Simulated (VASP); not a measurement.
# Au (Fm-3m) in VASP: notebook

Au is run at these levels: r2SCAN; tasks: single point.

All numbers are computed with VASP 6.6.1; they aren't measurements. Logs are shortened: lines on timing, memory, paths and dates and some standing lists are left out, and cuts for length are marked.

## 1. The cell of the first run

It takes space group Fm-3m (No. 225, cubic). Conventional cell: a = 4.123 Å, b = 4.123 Å, c = 4.123 Å, α = 90.00°, β = 90.00°, γ = 90.00°. Au (site symmetry m-3m) has 12 Au at 2.92 Å within 3.8 Å.

## 2. Single point, r2SCAN

POSCAR reads:

```
Au
1.0
    0.0000000000      2.0615246536      2.0615246536
    2.0615246536      0.0000000000      2.0615246536
    2.0615246536      2.0615246536      0.0000000000
Au
1
Direct
    0.0000000000      0.0000000000      0.0000000000
```

INCAR.step1 reads:

```
ALGO = Normal
EDIFF = 1E-4
ENCUT = 520
GGA = PE
ISMEAR = 1
LASPH = True
LCHARG = False
LREAL = False
LWAVE = True
NBANDS = 12
NELM = 100
PREC = Accurate
SIGMA = 0.1
```

INCAR.step2 reads:

```
ALGO = Normal
EDIFF = 1E-7
ENCUT = 520
ISIF = 2
ISMEAR = 1
ISTART = 1
LASPH = True
LCHARG = False
LMIXTAU = True
LREAL = False
LWAVE = False
METAGGA = R2SCAN
NBANDS = 12
NELM = 100
PREC = Accurate
SIGMA = 0.1
```

KPOINTS reads:

```
k-points
0
Gamma
  13 13 13
```

Potentials or basis: VASP PAW PBE potentials, release 64 (Au).

Started as:

```
> cat potpaw_PBE.64/Au/POTCAR > POTCAR
> cp INCAR.step1 INCAR
> mpirun -np 1 vasp_std > vasp.out
> cp INCAR.step2 INCAR
> mpirun -np 1 vasp_std > vasp.out
```

OUTCAR:

```text
EDIFF = 1E-7
   ENCUT = 520
   ISIF = 2
   ISMEAR = 1
   ISTART = 1
   LASPH = True
   LREAL = False
   METAGGA = R2SCAN
   NELM = 100
   PREC = Accurate

 ion  position               nearest neighbor table
   1  0.000  0.000  0.000-

  LATTYP: Found a face centered cubic cell.
 ALAT       =     4.1230493072

  Lattice vectors:

 A1 = (   0.0000000000,   2.0615246536,   2.0615246536)
 A2 = (   2.0615246536,   0.0000000000,   2.0615246536)
 A3 = (   2.0615246536,   2.0615246536,   0.0000000000)

Analysis of symmetry for initial positions (statically):
=====================================================================
 Subroutine PRICEL returns:
 Original cell was already a primitive cell.

 Routine SETGRP: Setting up the symmetry group for a
 face centered cubic supercell.

 Subroutine GETGRP returns: Found 48 space group operations
 (whereof 48 operations were pure point group operations)
 out of a pool of 48 trial point group operations.

The static configuration has the point symmetry O_h .

Analysis of symmetry for dynamics (positions and initial velocities):
=====================================================================
 Subroutine PRICEL returns:
 Original cell was already a primitive cell.

 Routine SETGRP: Setting up the symmetry group for a
 face centered cubic supercell.

 Subroutine GETGRP returns: Found 48 space group operations
 (whereof 48 operations were pure point group operations)
 out of a pool of 48 trial point group operations.

The dynamic configuration has the point symmetry O_h .

 Subroutine INISYM returns: Found 48 space group operations
 (whereof 48 operations are pure point group operations),
 and found     1 'primitive' translations

----------------------------------------------------------------------------------------

                                     Primitive cell

  volume of cell :      17.5225

  direct lattice vectors                    reciprocal lattice vectors
     0.000000000  2.061524654  2.061524654    -0.242538938  0.242538938  0.242538938
     2.061524654  0.000000000  2.061524654     0.242538938 -0.242538938  0.242538938
     2.061524654  2.061524654  0.000000000     0.242538938  0.242538938 -0.242538938

  length of vectors
     2.915436124  2.915436124  2.915436124     0.420089763  0.420089763  0.420089763

  position of ions in fractional coordinates (direct lattice)
     0.000000000  0.000000000  0.000000000

  ion indices of the primitive-cell ions
   primitive index   ion index
                 1           1

[... 79 lines left out ...]
   POTIM  = 0.5000    time-step for ionic-motion
   TEBEG  =    0.0;   TEEND  =   0.0 temperature during run
   PSTRESS=    0.0 pullay stress
   NELECT =      11.0000    total number of electrons
   NUPDOWN=      -1.0000    fix difference up-down
   EMIN   =  10.00;   EMAX   =-10.00  energy-range for DOS
   EFERMI =   0.00;   METHOD = LEGACY
   ISMEAR =     1;   SIGMA  =   0.10  broadening in eV -4-tet -1-fermi 0-gaus
   EFERMI_NEDOS =   21; number of points for ismear=-14 and -15
   IALGO  =     38    algorithm
   IMIX   =      4    mixing-type and parameters
     AMIX     =   0.40;   BMIX     =  1.00
     AMIX_MAG =   1.60;   BMIX_MAG =  1.00
  volume/ion in A,a.u.               =      17.52       118.25
  Fermi-wavevector in a.u.,A,eV,Ry     =   1.401761  2.648944 26.734535  1.964933
  Thomas-Fermi vector in A             =   2.524590
   LORBIT       =      0    0 simple, 1 ext, 2 COOP (PROOUT), +10 PAW based schemes
   METAGGA = R2SCAN    functional components
   LHFCALC =     F    Hartree Fock is set to
   AEXX    =    0.0000 exact exchange contribution
   IVDW    =     0    specifies the selected vdW correction
   LEPSILON=     F    determine dielectric tensor
   LRPA    =     F    only Hartree local field effects (RPA)
 non-spin polarized calculation
 Methfessel and Paxton  Order N= 1 SIGMA  =   0.10
  energy-cutoff  :      520.00
  volume of cell :       17.52
 maximum number of plane-waves:       495
 NGX is ok and might be reduce to    24
   NGX = 11   NGY = 11   NGZ = 11

 number of electron      11.0000001 magnetization

 Free energy of the ion-electron system (eV)
  ---------------------------------------------------
  ext. energy  EPLUGINS =         0.00000000
  ---------------------------------------------------
  free energy    TOTEN  =       -50.59572636 eV

  energy without entropy =      -50.59564288  energy(sigma->0) =      -50.59569853

 E-fermi :   9.0084     XC(G=0): -13.4366

 val. band max:        8.9629815750   @ k =  -0.4615   0.0769   0.0000
 cond. band min:       9.0422793148   @ k =   0.4615   0.3846   0.0000
 fundamental gap:      0.0792977398
 Fermi energy:         9.0084093524

 k-point     1 :       0.0000    0.0000    0.0000
  band No.  band energies     occupation
      1      -0.9234      2.00000
      2       4.0666      2.00000
      3       4.0666      2.00000
      4       4.0666      2.00000
      5       5.5245      2.00000
      6       5.5245      2.00000
      7      24.2187      0.00000
      8      28.1469      0.00000
      9      28.1469      0.00000
     10      28.1469      0.00000
     11      33.3320      0.00000
     12      37.4849      0.00000
[... 331 lines left out ...]
 k-point    24 :       0.4615    0.1538    0.0000
  band No.  band energies     occupation
      1       2.0559      2.00000
      2       3.7747      2.00000
      3       4.5631      2.00000
      4       4.6357      2.00000
      5       6.7493      2.00000
      6       8.5534      2.00000
      7      14.2502      0.00000
      8      23.6709      0.00000
      9      24.6698      0.00000
     10      25.6270      0.00000
     11      34.6428      0.00000
     12      35.4038      0.00000

 [... further k-points ...]

------------------------ aborting loop because EDIFF is reached ----------------------------------------

  FORCE on cell =-STRESS in cart. coord.  units (eV):
  Direction    XX          YY          ZZ          XY          YZ          ZX
  --------------------------------------------------------------------------------------
  -------------------------------------------------------------------------------------
  Total        0.0080282      0.0080282      0.0080282     -0.0000000      0.0000000     -0.0000000
  in kB        0.7340597      0.7340597      0.7340597     -0.0000000      0.0000000     -0.0000000
  external PRESSURE =       0.7340597 kB  Pullay stress =       0.0000000 kB

 VOLUME and BASIS-vectors are now :
 -----------------------------------------------------------------------------
  energy-cutoff  :      520.00
  volume of cell :       17.52
      direct lattice vectors                 reciprocal lattice vectors
     0.000000000  2.061524654  2.061524654    -0.242538938  0.242538938  0.242538938
     2.061524654  0.000000000  2.061524654     0.242538938 -0.242538938  0.242538938
     2.061524654  2.061524654  0.000000000     0.242538938  0.242538938 -0.242538938

 POSITION                                       TOTAL-FORCE (eV/Angst)
 -----------------------------------------------------------------------------------
      0.00000      0.00000      0.00000        -0.000000     -0.000000     -0.000000
 -----------------------------------------------------------------------------------
    total drift:                               -0.000000      0.000000     -0.000000

  FREE ENERGIE OF THE ION-ELECTRON SYSTEM (eV)
  ---------------------------------------------------
  free  energy   TOTEN  =       -50.5957263597 eV

  energy  without entropy=      -50.5956428811  energy(sigma->0) =      -50.59569853
```

OUTCAR.step1:

```text
EDIFF = 1E-4
   ENCUT = 520
   GGA = PE
   ISMEAR = 1
   LASPH = True
   LREAL = False
[... 575 lines left out ...]

 POSITION                                       TOTAL-FORCE (eV/Angst)
 -----------------------------------------------------------------------------------
      0.00000      0.00000      0.00000        -0.000000     -0.000000     -0.000000
 -----------------------------------------------------------------------------------
    total drift:                               -0.000000     -0.000000     -0.000000

  FREE ENERGIE OF THE ION-ELECTRON SYSTEM (eV)
  ---------------------------------------------------
  free  energy   TOTEN  =        -3.2174209138 eV

  energy  without entropy=       -3.2172885215  energy(sigma->0) =       -3.21737678
```

Run time: 2.8 min. Hardware: 1 thread of AMD EPYC 7R13, shared host; peak memory 0.12 GiB.

Results:

| Quantity | Value |
| --- | --- |
| Free energy | -50.5957 eV |
| Pressure | 0.1 GPa |

Caveat: the PAW data sets were made with another functional, which shifts forces and pressure a little; spin-orbit coupling is left out, which moves the levels of the heavy elements.

## 3. Single point, r2SCAN

POSCAR is that of step 2.

INCAR.step1 reads:

```
SYSTEM = Au
PREC = Accurate
ENCUT = 520
ISMEAR = 1
SIGMA = 0.2
LREAL = .FALSE.
LASPH = .TRUE.
NELM = 60
NBANDS = 12
GGA = PE
ALGO = Normal
EDIFF = 1E-4
LWAVE = .TRUE.
LCHARG = .FALSE.
```

INCAR.step2 reads:

```
SYSTEM = Au
PREC = Accurate
ENCUT = 520
EDIFF = 1E-6
ISMEAR = 1
SIGMA = 0.2
LREAL = .FALSE.
LASPH = .TRUE.
NELM = 60
ALGO = Normal
ISIF = 2
LWAVE = .FALSE.
LCHARG = .FALSE.
METAGGA = R2SCAN
LMIXTAU = .TRUE.
NBANDS = 12
ISTART = 1
```

KPOINTS reads:

```
Automatic mesh
0
G
  13 13 13
  0 0 0
```

Potentials or basis: VASP PAW PBE potentials, release 64 (Au).

Started as:

```
> cat potpaw_PBE.64/Au/POTCAR > POTCAR
> cp INCAR.step1 INCAR
> mpirun -np 1 vasp_std > vasp.out
> cp INCAR.step2 INCAR
> mpirun -np 1 vasp_std > vasp.out
```

OUTCAR:

```text
SYSTEM = Au
   PREC = Accurate
   ENCUT = 520
   EDIFF = 1E-6
   ISMEAR = 1
   LREAL = .FALSE.
   LASPH = .TRUE.
   NELM = 60
   ISIF = 2
   METAGGA = R2SCAN
   ISTART = 1

 ion  position               nearest neighbor table
   1  0.000  0.000  0.000-

  LATTYP: Found a face centered cubic cell.
 ALAT       =     4.1230493072

  Lattice vectors:

 A1 = (   0.0000000000,   2.0615246536,   2.0615246536)
 A2 = (   2.0615246536,   0.0000000000,   2.0615246536)
 A3 = (   2.0615246536,   2.0615246536,   0.0000000000)

Analysis of symmetry for initial positions (statically):
=====================================================================
 Subroutine PRICEL returns:
 Original cell was already a primitive cell.

 Routine SETGRP: Setting up the symmetry group for a
 face centered cubic supercell.

 Subroutine GETGRP returns: Found 48 space group operations
 (whereof 48 operations were pure point group operations)
 out of a pool of 48 trial point group operations.

The static configuration has the point symmetry O_h .

Analysis of symmetry for dynamics (positions and initial velocities):
=====================================================================
 Subroutine PRICEL returns:
[... 170 lines left out ...]
      6       5.5249      2.00000
      7      24.2185      0.00000
      8      28.1470      0.00000
      9      28.1470      0.00000
     10      28.1470      0.00000
     11      33.3327      0.00000
     12      37.4851      0.00000
[... 331 lines left out ...]
 k-point    24 :       0.4615    0.1538    0.0000
  band No.  band energies     occupation
      1       2.0562      2.00000
      2       3.7752      2.00000
      3       4.5635      2.00000
      4       4.6362      2.00000
      5       6.7499      2.00000
      6       8.5539      2.00468
      7      14.2506      0.00000
      8      23.6713      0.00000
      9      24.6699      0.00000
     10      25.6272      0.00000
     11      34.6429      0.00000
     12      35.4040      0.00000

 [... further k-points ...]

------------------------ aborting loop because EDIFF is reached ----------------------------------------

  FORCE on cell =-STRESS in cart. coord.  units (eV):
  Direction    XX          YY          ZZ          XY          YZ          ZX
  --------------------------------------------------------------------------------------
  -------------------------------------------------------------------------------------
  Total        0.0121475      0.0121475      0.0121475      0.0000000     -0.0000000      0.0000000
  in kB        1.1107164      1.1107164      1.1107164      0.0000000     -0.0000000      0.0000000
  external PRESSURE =       1.1107164 kB  Pullay stress =       0.0000000 kB

 VOLUME and BASIS-vectors are now :
 -----------------------------------------------------------------------------
  energy-cutoff  :      520.00
  volume of cell :       17.52
      direct lattice vectors                 reciprocal lattice vectors
     0.000000000  2.061524654  2.061524654    -0.242538938  0.242538938  0.242538938
     2.061524654  0.000000000  2.061524654     0.242538938 -0.242538938  0.242538938
     2.061524654  2.061524654  0.000000000     0.242538938  0.242538938 -0.242538938

 POSITION                                       TOTAL-FORCE (eV/Angst)
 -----------------------------------------------------------------------------------
      0.00000      0.00000      0.00000        -0.000000     -0.000000      0.000000
 -----------------------------------------------------------------------------------
    total drift:                               -0.000000      0.000000     -0.000000

  FREE ENERGIE OF THE ION-ELECTRON SYSTEM (eV)
  ---------------------------------------------------
  free  energy   TOTEN  =       -50.5958216384 eV

  energy  without entropy=      -50.5954469526  energy(sigma->0) =      -50.59569674
```

OUTCAR.step1:

```text
SYSTEM = Au
   PREC = Accurate
   ENCUT = 520
   ISMEAR = 1
   LREAL = .FALSE.
   LASPH = .TRUE.
   NELM = 60
[... 577 lines left out ...]
 -----------------------------------------------------------------------------------
      0.00000      0.00000      0.00000         0.000000     -0.000000      0.000000
 -----------------------------------------------------------------------------------
    total drift:                               -0.000000      0.000000     -0.000000

  FREE ENERGIE OF THE ION-ELECTRON SYSTEM (eV)
  ---------------------------------------------------
  free  energy   TOTEN  =        -3.2174459903 eV

  energy  without entropy=       -3.2175050490  energy(sigma->0) =       -3.21746568
```

OSZICAR.step1:

```text
N       E                     dE             d eps       ncg     rms          rms(c)
DAV:   1     0.493501975165E+02    0.49350E+02   -0.55541E+03  2072   0.815E+02
DAV:   2    -0.278081946387E+01   -0.52131E+02   -0.49203E+02  2324   0.184E+02
DAV:   3    -0.348334049293E+01   -0.70252E+00   -0.70212E+00  2448   0.207E+01
DAV:   4    -0.348573118738E+01   -0.23907E-02   -0.23906E-02  2416   0.140E+00
DAV:   5    -0.348574940691E+01   -0.18220E-04   -0.18220E-04  2436   0.117E-01    0.858E+00
DAV:   6    -0.323697945244E+01    0.24877E+00   -0.67636E-01  2220   0.664E+00    0.551E+00
DAV:   7    -0.321947667275E+01    0.17503E-01   -0.61424E-02  2396   0.202E+00    0.270E+00
DAV:   8    -0.321746328750E+01    0.20134E-02   -0.15345E-03  2240   0.331E-01    0.265E-01
DAV:   9    -0.321744599034E+01    0.17297E-04   -0.10068E-05  1480   0.289E-02
   1 F= -.32174460E+01 E0= -.32174657E+01  d E =0.590586E-04
```

Run time: 96 s. Hardware: 1 thread of AMD EPYC 7R13, shared host; peak memory 0.12 GiB.

What came out:

* Free energy: -50.5958 eV
* Pressure: 0.1 GPa

Caveat: the PAW data sets were made with another functional, which shifts forces and pressure a little; spin-orbit coupling is left out, which moves the levels of the heavy elements.

(Continued in part 2 of 2.)
